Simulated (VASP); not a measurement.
# Li (P1) in VASP: further runs

Li is run at these levels: PBE; tasks: single point.

Program: VASP 6.6.1. These are calculated values, not measurements. Logs are shortened: lines on timing, memory, paths and dates and some standing lists are left out, and cuts for length are marked.

## (1) The cell of the first run

The typed cell holds 16 atoms: a = 7.094 Å, b = 7.094 Å, c = 7.094 Å, α = 90.00°, β = 90.00°, γ = 90.00°.

## (2) Single point, PBE

INCAR reads:

```
SYSTEM = Li
  ALGO = Normal
  EDIFF = 1E-7
  ENCUT = 520
  GGA = PE
  ISIF = 2
  ISMEAR = -1
  LASPH = .True.
  LCHARG = .True.
  LELF = .True.
  LREAL = Auto
  LVHAR = .True.
  LWAVE = .False.
  NBANDS = 38
  NELM = 100
  PREC = Accurate
  SIGMA = 0.16
```

KPOINTS reads:

```
k-points
0
Gamma
  2 2 2
  0 0 0
```

POSCAR reads:

```
Li
1.0
    7.0944470000      0.0000000000      0.0000000000
    0.0000000000      7.0944470000      0.0000000000
    0.0000000000      0.0000000000      7.0944470000
Li
16
Direct
    0.0148848811     -0.1727971186     -0.0101769736
    0.6172856038     -0.1744322003      0.0076397780
    0.0099091585      0.3802410533     -0.0192263047
   -0.1235050456     -0.3125120253      0.6270256160
    0.5163756950      0.1091839857      0.1531761390
    0.5931258631      0.5111603484     -0.1151463955
    0.2220187141     -0.0826702913      0.3345010541
    0.8939667884      0.1282552396      0.2822207284
    0.0842912774      0.4326905254      0.5522770133
    0.3808612567      0.5882770003      0.2440077430
    0.2596396872      0.0811197828      0.8222910115
    0.5187014576      0.3811008807      0.5061282437
    0.9340262884      0.5927311882      0.2923131288
    0.7246512660      0.1437462286      0.7200279317
    0.2827140720      0.5581689454      0.7915486577
    0.5746748126      0.8275063581      0.5141767921
```

Potentials or basis: VASP PAW PBE potentials, release 64 (Li_sv).

Run with:

```bash
cat potpaw_PBE.64/Li_sv/POTCAR > POTCAR
mpirun -np 1 vasp_std > vasp.out
```

OUTCAR:

```text
SYSTEM = Li
   EDIFF = 1E-7
   ENCUT = 520
   GGA = PE
   ISIF = 2
   ISMEAR = -1
   LASPH = .True.
   LREAL = Auto
   NELM = 100
   PREC = Accurate

 ion  position               nearest neighbor table
   1  0.015  0.827  0.990-
   2  0.617  0.826  0.008-   5 2.37   6 2.40
   3  0.010  0.380  0.981-
   4  0.876  0.687  0.627-   9 2.39  16 2.49  13 2.50
   5  0.516  0.109  0.153-   2 2.37
   6  0.593  0.511  0.885-  15 2.32   2 2.40
   7  0.222  0.917  0.335-
   8  0.894  0.128  0.282-
   9  0.084  0.433  0.552-  15 2.38   4 2.39  13 2.41
  10  0.381  0.588  0.244-  12 2.56
  11  0.260  0.081  0.822-
  12  0.519  0.381  0.506-  10 2.56
  13  0.934  0.593  0.292-   9 2.41   4 2.50
  14  0.725  0.144  0.720-
  15  0.283  0.558  0.792-   6 2.32   9 2.38
  16  0.575  0.828  0.514-   4 2.49

  LATTYP: Found a simple cubic cell.
 ALAT       =     7.0944470000

  Lattice vectors:

 A1 = (   7.0944470000,   0.0000000000,   0.0000000000)
 A2 = (   0.0000000000,   7.0944470000,   0.0000000000)
 A3 = (   0.0000000000,   0.0000000000,   7.0944470000)

Analysis of symmetry for initial positions (statically):
=====================================================================
 Subroutine PRICEL returns:
 Original cell was already a primitive cell.

 Routine SETGRP: Setting up the symmetry group for a
 simple cubic supercell.

 Subroutine GETGRP returns: Found  1 space group operations
 (whereof  1 operations were pure point group operations)
 out of a pool of 48 trial point group operations.

The static configuration has the point symmetry C_1 .

Analysis of symmetry for dynamics (positions and initial velocities):
=====================================================================
 Subroutine PRICEL returns:
 Original cell was already a primitive cell.

 Routine SETGRP: Setting up the symmetry group for a
 simple cubic supercell.

 Subroutine GETGRP returns: Found  1 space group operations
 (whereof  1 operations were pure point group operations)
 out of a pool of 48 trial point group operations.

The dynamic configuration has the point symmetry C_1 .

 Subroutine INISYM returns: Found  1 space group operations
 (whereof  1 operations are pure point group operations),
 and found     1 'primitive' translations

----------------------------------------------------------------------------------------

                                     Primitive cell

  volume of cell :     357.0719

  direct lattice vectors                    reciprocal lattice vectors
     7.094447000  0.000000000  0.000000000     0.140955313  0.000000000  0.000000000
     0.000000000  7.094447000  0.000000000     0.000000000  0.140955313  0.000000000
     0.000000000  0.000000000  7.094447000     0.000000000  0.000000000  0.140955313

  length of vectors
     7.094447000  7.094447000  7.094447000     0.140955313  0.140955313  0.140955313

  position of ions in fractional coordinates (direct lattice)
     0.014884881  0.827202881  0.989823026
     0.617285604  0.825567800  0.007639778
     0.009909159  0.380241053  0.980773695
     0.876494954  0.687487975  0.627025616
     0.516375695  0.109183986  0.153176139
     0.593125863  0.511160348  0.884853605
[... 8 lines left out ...]
     0.282714072  0.558168945  0.791548658
     0.574674813  0.827506358  0.514176792

  ion indices of the primitive-cell ions
   primitive index   ion index
                 1           1
                 2           2
                 3           3
                 4           4
                 5           5
                 6           6
[... 8 lines left out ...]
                15          15
                16          16

----------------------------------------------------------------------------------------

 KPOINTS: k-points

Automatic generation of k-mesh.
 Grid dimensions read from file:
 generate k-points for:    2    2    2

 Generating k-lattice:

  Cartesian coordinates                     Fractional coordinates (reciprocal lattice)
     0.070477657  0.000000000  0.000000000     0.500000000  0.000000000  0.000000000
     0.000000000  0.070477657  0.000000000     0.000000000  0.500000000  0.000000000
     0.000000000  0.000000000  0.070477657     0.000000000  0.000000000  0.500000000

  Length of vectors
     0.070477657  0.070477657  0.070477657

  Shift w.r.t. Gamma in fractional coordinates (k-lattice)
     0.000000000  0.000000000  0.000000000

 Subroutine IBZKPT returns following result:
 ===========================================

 Found      8 irreducible k-points:

 Following reciprocal coordinates:
            Coordinates               Weight
  0.000000  0.000000  0.000000      1.000000
  0.500000  0.000000  0.000000      1.000000
  0.000000  0.500000  0.000000      1.000000
  0.000000  0.000000  0.500000      1.000000
  0.500000  0.500000  0.000000      1.000000
  0.000000  0.500000  0.500000      1.000000
  0.500000  0.000000  0.500000      1.000000
  0.500000  0.500000  0.500000      1.000000
[... 58 lines left out ...]
  free energy    TOTEN  =       -27.65141483 eV

  energy without entropy =      -26.94085539  energy(sigma->0) =      -27.29613511

 E-fermi :   0.2032     XC(G=0):  -6.7797

 val. band max:        0.1529417224   @ k =   0.0000   0.5000   0.5000
 cond. band min:       0.2674427634   @ k =   0.0000   0.5000   0.5000
 fundamental gap:      0.1145010410
 Fermi energy:         0.2032379622

 k-point     1 :       0.0000    0.0000    0.0000
  band No.  band energies     occupation
      1     -46.7910      2.00000
      2     -46.7794      2.00000
      3     -46.6647      2.00000
      4     -46.6570      2.00000
      5     -46.5998      2.00000
      6     -46.5285      2.00000
[... 28 lines left out ...]
     35       2.9977      0.00000
     36       3.4041      0.00000

 k-point     2 :       0.5000    0.0000    0.0000
  band No.  band energies     occupation
      1     -46.7910      2.00000
      2     -46.7793      2.00000
      3     -46.6649      2.00000
      4     -46.6568      2.00000
      5     -46.5998      2.00000
      6     -46.5281      2.00000
[... 28 lines left out ...]
     35       3.1487      0.00000
     36       3.4088      0.00000

 k-point     3 :       0.0000    0.5000    0.0000
  band No.  band energies     occupation
      1     -46.7910      2.00000
      2     -46.7793      2.00000
      3     -46.6647      2.00000
      4     -46.6570      2.00000
      5     -46.5997      2.00000
      6     -46.5285      2.00000
[... 28 lines left out ...]
     35       2.9929      0.00000
     36       3.0725      0.00000

 k-point     4 :       0.0000    0.0000    0.5000
  band No.  band energies     occupation
      1     -46.7910      2.00000
      2     -46.7793      2.00000
      3     -46.6647      2.00000
      4     -46.6570      2.00000
      5     -46.5998      2.00000
      6     -46.5283      2.00000
[... 28 lines left out ...]
     35       3.0029      0.00000
     36       3.3931      0.00000

 k-point     5 :       0.5000    0.5000    0.0000
  band No.  band energies     occupation
      1     -46.7910      2.00000
      2     -46.7793      2.00000
      3     -46.6649      2.00000
      4     -46.6568      2.00000
      5     -46.5997      2.00000
      6     -46.5281      2.00000
[... 28 lines left out ...]
     35       3.2551      0.00000
     36       3.8731      0.00000

 k-point     6 :       0.0000    0.5000    0.5000
  band No.  band energies     occupation
      1     -46.7910      2.00000
      2     -46.7793      2.00000
      3     -46.6647      2.00000
      4     -46.6570      2.00000
      5     -46.5997      2.00000
      6     -46.5284      2.00000
[... 28 lines left out ...]
     35       3.7125      0.00000
     36       3.9494      0.00000

 k-point     7 :       0.5000    0.0000    0.5000
  band No.  band energies     occupation
      1     -46.7910      2.00000
      2     -46.7793      2.00000
      3     -46.6649      2.00000
      4     -46.6567      2.00000
      5     -46.5997      2.00000
      6     -46.5280      2.00000
[... 28 lines left out ...]
     35       3.6633      0.00000
     36       3.8134      0.00000

 k-point     8 :       0.5000    0.5000    0.5000
  band No.  band energies     occupation
      1     -46.7910      2.00000
      2     -46.7793      2.00000
      3     -46.6649      2.00000
      4     -46.6568      2.00000
      5     -46.5997      2.00000
      6     -46.5280      2.00000
[... 28 lines left out ...]
     35       3.1546      0.00000
     36       3.2703      0.00000
 [bands above 36 left out]

------------------------ aborting loop because EDIFF is reached ----------------------------------------

  FORCE on cell =-STRESS in cart. coord.  units (eV):
  Direction    XX          YY          ZZ          XY          YZ          ZX
  --------------------------------------------------------------------------------------
  -------------------------------------------------------------------------------------
  Total        0.0636777      0.3129085      0.4873596     -2.4265376      1.7651537      1.7037060
  in kB        0.2857212      1.4040168      2.1867770    -10.8878457      7.9202239      7.6445089
  external PRESSURE =       1.2921717 kB  Pullay stress =       0.0000000 kB

 VOLUME and BASIS-vectors are now :
 -----------------------------------------------------------------------------
  energy-cutoff  :      520.00
  volume of cell :      357.07
      direct lattice vectors                 reciprocal lattice vectors
     7.094447000  0.000000000  0.000000000     0.140955313  0.000000000  0.000000000
     0.000000000  7.094447000  0.000000000     0.000000000  0.140955313  0.000000000
     0.000000000  0.000000000  7.094447000     0.000000000  0.000000000  0.140955313

 POSITION                                       TOTAL-FORCE (eV/Angst)
 -----------------------------------------------------------------------------------
      0.10560      5.86855      7.02225         0.006810     -0.024277     -0.101542
      4.37930      5.85695      0.05420         0.174728      0.019509     -0.042656
      0.07030      2.69760      6.95805        -0.145674     -0.161978     -0.021784
      6.21825      4.87735      4.44840        -0.046446      0.424919      0.711895
      3.66340      0.77460      1.08670        -0.220804      0.772292      0.132313
      4.20790      3.62640      6.27755         0.811392     -0.695910      0.111534
[... 8 lines left out ...]
      2.00570      3.95990      5.61560        -0.100154      0.757429      0.106901
      4.07700      5.87070      3.64780        -0.333206      0.081084     -0.048263
 -----------------------------------------------------------------------------------
    total drift:                               -0.007960     -0.001632     -0.010097

  FREE ENERGIE OF THE ION-ELECTRON SYSTEM (eV)
  ---------------------------------------------------
  free  energy   TOTEN  =       -27.6514148260 eV

  energy  without entropy=      -26.9408553930  energy(sigma->0) =      -27.29613511
```

It took 93 s on 1 thread of Intel Xeon 6975P-C (Granite Rapids), shared host; peak memory 0.37 GiB.

What came out:

- Free energy: -27.6514 eV
- Largest force: 1.154 eV/Å
- Band gap on the k mesh: zero (band 24 reaches 0.60 eV, above the bottom of band 25 at -0.09 eV)

Forces on the atoms (eV/Å):
```
Li   0.007 -0.024 -0.102
Li   0.175  0.020 -0.043
Li  -0.146 -0.162 -0.022
Li  -0.046  0.425  0.712
Li  -0.221  0.772  0.132
Li   0.811 -0.696  0.112
Li  -0.143  0.055  0.317
Li  -0.177 -0.026  0.170
Li   0.293 -1.107 -0.151
Li  -0.294 -0.120 -0.399
Li   0.239  0.073 -0.283
Li   0.192 -0.173 -0.049
Li  -0.608  0.216 -0.675
Li   0.352 -0.092  0.220
Li  -0.100  0.757  0.107
Li  -0.333  0.081 -0.048
```

Caveat: the k points lie up to 0.44 Å⁻¹ apart; the cutoff is under 1.25 times the usual one of these potentials, so pressure, stress and relaxed cells hold a basis-set (Pulay) error; forces of over 1 eV/Å act on the atoms, so gaps and moduli don't describe the material at rest.

## (3) Single point, PBE

INCAR reads:

```
  PREC = Accurate
  ENCUT = 520
  EDIFF = 1E-6
  ISMEAR = -1
  SIGMA = 0.16
  LREAL = Auto
  LASPH = T
  NELM = 100
  ALGO = Normal
  ISIF = 2
  LWAVE = F
  LCHARG = F
  GGA = PE
  NBANDS = 38
```

KPOINTS reads:

```
Automatic mesh
0
Gamma
  2 2 2
```

POSCAR reads:

```
Li
1.0
    7.0944470000      0.0000000000      0.0000000000
    0.0000000000      7.0944470000      0.0000000000
    0.0000000000      0.0000000000      7.0944470000
Li
16
Direct
    0.0365074262     -0.1965621845     -0.0000845732
    0.5564070040     -0.1444087185     -0.0871526703
    0.0587783657      0.3143867309      0.0548879990
   -0.0197055528     -0.3637210906      0.5745338573
    0.5079324717      0.2096005510      0.0721127383
    0.7302612875      0.4442065745     -0.1313562565
    0.2206514475     -0.0108958457      0.3177978495
    0.8198806757      0.1082677762      0.2678432864
    0.1617462221      0.3083397480      0.4985025612
    0.3711494356      0.6053607843      0.2770758595
    0.2997555694      0.0692936320      0.7697146797
    0.5204774946      0.2922426512      0.5713905538
    0.7234108592      0.5424665235      0.2647422696
    0.9356190835      0.1108331629      0.6924147858
    0.2838980966      0.5622989361      0.7587060697
    0.5211681756      0.7828094283      0.5378995713
```

Potentials or basis: VASP PAW PBE potentials, release 64 (Li_sv).

Run with:

```bash
cat potpaw_PBE.64/Li_sv/POTCAR > POTCAR
mpirun -np 1 vasp_std > vasp.out
```

Wall time 77 s (1 thread of Intel Xeon 6975P-C (Granite Rapids), shared host); peak memory 0.37 GiB.

It converged, with:

- Free energy: -28.6037 eV
- Largest force: 0.935 eV/Å
- Band gap on the k mesh: zero (band 24 reaches 0.56 eV, above the bottom of band 25 at -0.09 eV)

Forces on the atoms (eV/Å):
```
Li  -0.108 -0.044  0.022
Li   0.438 -0.312  0.475
Li   0.332  0.156 -0.099
Li  -0.297  0.397 -0.161
Li  -0.379  0.223  0.194
Li   0.048  0.228 -0.228
Li   0.187 -0.159  0.036
Li  -0.139 -0.282  0.245
Li  -0.184  0.357 -0.529
Li  -0.673 -0.367 -0.536
Li  -0.271 -0.151  0.079
Li   0.512  0.005 -0.329
Li   0.515 -0.076 -0.015
Li  -0.639 -0.262  0.192
Li   0.301 -0.130  0.510
Li   0.357  0.418  0.145
```

Levels at points of the mesh, in eV from the Fermi level:
| k point | band 19 | band 20 | band 21 | band 22 | band 23 | band 24 | band 25 | band 26 | band 27 | band 28 |
| --- | --- | --- | --- | --- | --- | --- | --- | --- | --- | --- |
| (0.00, 0.00, 0.00) | -1.09 | -1.02 | -0.95 | -0.86 | -0.77 | 0.36 | 0.41 | 0.47 | 0.65 | 0.77 |
| (0.50, 0.00, 0.00) | -0.68 | -0.58 | -0.53 | -0.47 | -0.41 | -0.36 | -0.29 | -0.21 | 0.97 | 1.27 |
| (0.00, 0.50, 0.00) | -0.67 | -0.61 | -0.58 | -0.52 | -0.35 | -0.28 | -0.26 | -0.22 | 0.90 | 1.28 |
| (0.00, 0.00, 0.50) | -0.60 | -0.59 | -0.55 | -0.53 | -0.48 | -0.35 | -0.27 | -0.19 | 1.06 | 1.23 |
| (0.50, 0.50, 0.00) | -2.12 | -1.93 | -0.33 | -0.16 | 0.03 | 0.09 | 0.18 | 0.23 | 0.36 | 0.74 |
| (0.00, 0.50, 0.50) | -2.10 | -1.99 | -0.20 | -0.06 | -0.03 | 0.06 | 0.16 | 0.30 | 0.31 | 0.59 |
| (0.50, 0.00, 0.50) | -2.07 | -2.03 | -0.31 | -0.25 | 0.03 | 0.11 | 0.16 | 0.33 | 0.47 | 0.76 |
| (0.50, 0.50, 0.50) | -1.62 | -1.58 | -1.57 | -1.46 | -1.38 | -1.28 | 1.80 | 1.87 | 2.03 | 2.21 |

Caveat: the k points lie up to 0.44 Å⁻¹ apart; the cutoff is under 1.25 times the usual one of these potentials, so pressure, stress and relaxed cells hold a basis-set (Pulay) error.

## (4) Single point, PBE

INCAR reads:

```
ALGO = Normal
EDIFF = 1E-6
ENCUT = 520
GGA = PE
ISIF = 2
ISMEAR = -1
LASPH = True
LCHARG = True
LELF = True
LREAL = Auto
LVHAR = True
LWAVE = False
NBANDS = 38
NELM = 100
PREC = Accurate
SIGMA = 0.16
```

KPOINTS reads:

```
k-points
0
Gamma
  2 2 2
```

POSCAR reads:

```
Li
1.0
    7.0944470000      0.0000000000      0.0000000000
    0.0000000000      7.0944470000      0.0000000000
    0.0000000000      0.0000000000      7.0944470000
Li
16
Direct
    0.0572983349     -0.1965903755     -0.0134189458
    0.6372307806     -0.1720359600     -0.0679545566
    0.1052936191      0.2955551011     -0.0013813621
    0.0101346870     -0.2366498756      0.5605792812
    0.5103709986      0.1923335251      0.0463320115
    0.7751696503      0.5059872884     -0.1920234234
    0.2846592553     -0.0345904339      0.3015879885
    0.8655924838      0.0355489300      0.2708315391
    0.1272262658      0.3064086602      0.4769363983
    0.4060076846      0.5715033180      0.1625073808
    0.3278902499      0.0033406409      0.7483458542
    0.5374344188      0.2630649013      0.4781486140
    0.8275345492      0.5431431090      0.2485183130
    0.8842831584      0.0969772556      0.7451884551
    0.3210398217      0.4827860438      0.7541814041
    0.5749849143      0.7607781128      0.5363067763
```

Run with:

```bash
cat potpaw_PBE.64/Li_sv/POTCAR > POTCAR
mpirun -np 1 vasp_std > vasp.out
```

It took 74 s on 1 thread of Intel Xeon 6975P-C (Granite Rapids), shared host; peak memory 0.37 GiB.

The run converged. Its results:

| Item | Value |
| --- | --- |
| Free energy | -29.6772 eV |
| Largest force | 0.446 eV/Å |
| Band gap on the k mesh | zero (band 24 reaches 0.58 eV, above the bottom of band 25 at -0.16 eV) |

Forces on the atoms (eV/Å):
```
Li   0.150 -0.185 -0.003
Li  -0.048  0.068  0.303
Li  -0.101 -0.131  0.342
Li   0.185 -0.172  0.014
Li   0.257  0.189 -0.035
Li   0.068 -0.343 -0.106
Li   0.024 -0.034 -0.085
Li  -0.264  0.014 -0.046
Li  -0.172  0.056 -0.164
Li  -0.171  0.061  0.169
Li  -0.231  0.110 -0.094
Li   0.300  0.004  0.074
Li  -0.005 -0.100 -0.045
Li  -0.243  0.021 -0.158
Li   0.189  0.401  0.045
Li   0.064  0.040 -0.211
```

Levels at points of the mesh, in eV from the Fermi level:
| k point | band 19 | band 20 | band 21 | band 22 | band 23 | band 24 | band 25 | band 26 | band 27 | band 28 |
| --- | --- | --- | --- | --- | --- | --- | --- | --- | --- | --- |
| (0.00, 0.00, 0.00) | -1.02 | -0.99 | -0.96 | -0.90 | -0.84 | 0.37 | 0.41 | 0.45 | 0.60 | 0.73 |
| (0.50, 0.00, 0.00) | -0.58 | -0.50 | -0.49 | -0.47 | -0.43 | -0.39 | -0.36 | -0.34 | 1.06 | 1.18 |
| (0.00, 0.50, 0.00) | -0.56 | -0.53 | -0.46 | -0.45 | -0.45 | -0.42 | -0.36 | -0.36 | 1.07 | 1.18 |
| (0.00, 0.00, 0.50) | -0.66 | -0.57 | -0.50 | -0.46 | -0.44 | -0.35 | -0.30 | -0.24 | 1.02 | 1.27 |
| (0.50, 0.50, 0.00) | -2.09 | -2.05 | -0.22 | -0.04 | -0.01 | 0.08 | 0.18 | 0.23 | 0.33 | 0.55 |
| (0.00, 0.50, 0.50) | -2.12 | -2.04 | -0.24 | 0.00 | 0.06 | 0.08 | 0.14 | 0.24 | 0.27 | 0.56 |
| (0.50, 0.00, 0.50) | -2.10 | -2.07 | -0.14 | -0.05 | 0.04 | 0.10 | 0.16 | 0.24 | 0.25 | 0.48 |
| (0.50, 0.50, 0.50) | -1.62 | -1.58 | -1.53 | -1.51 | -1.47 | -1.40 | 1.98 | 2.07 | 2.15 | 2.32 |

Caveat: the k points lie up to 0.44 Å⁻¹ apart; the cutoff is under 1.25 times the usual one of these potentials, so pressure, stress and relaxed cells hold a basis-set (Pulay) error.
